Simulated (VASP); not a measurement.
Crystal: AlAs.

```
Al As
1.0
     0.00000    2.83892    2.83892
     2.83892    0.00000    2.83892
     2.83892    2.83892    0.00000
Al As
1 1
Direct
  0.00000 0.00000 0.00000
  0.25000 0.25000 0.25000
```

Base run:

| Quantity | Value |
| --- | --- |
| Program | VASP 6.6.1 |
| Functional | r2SCAN |
| Potentials or basis | VASP PAW PBE potentials, release 64 (Al, As) |
| Cutoff | 550 eV |
| k mesh | 8 × 8 × 8 |
| Occupations | gaussian, width 0.01 eV |
| Spin | no spin polarisation |

Its results: band gap on the k mesh 1.81 eV, indirect (least direct gap 2.63 eV); pressure 0.0 GPa.

**Question.** The run is repeated on the same cell with these changes: functional from r2SCAN to PBE; cutoff from 550 eV to 500 eV; k mesh from 8 × 8 × 8 to 4 × 4 × 4. What comes out?

**Answer.** Band gap on the k mesh 1.43 eV, indirect (least direct gap 1.98 eV); pressure 2.4 GPa.

Several settings changed at once, so the effect can't be laid on one alone.

Caveats: some runs use coarse meshes; the PAW data sets were made with another functional, which shifts forces and pressure a little (some runs).

A k mesh can miss the band edges.
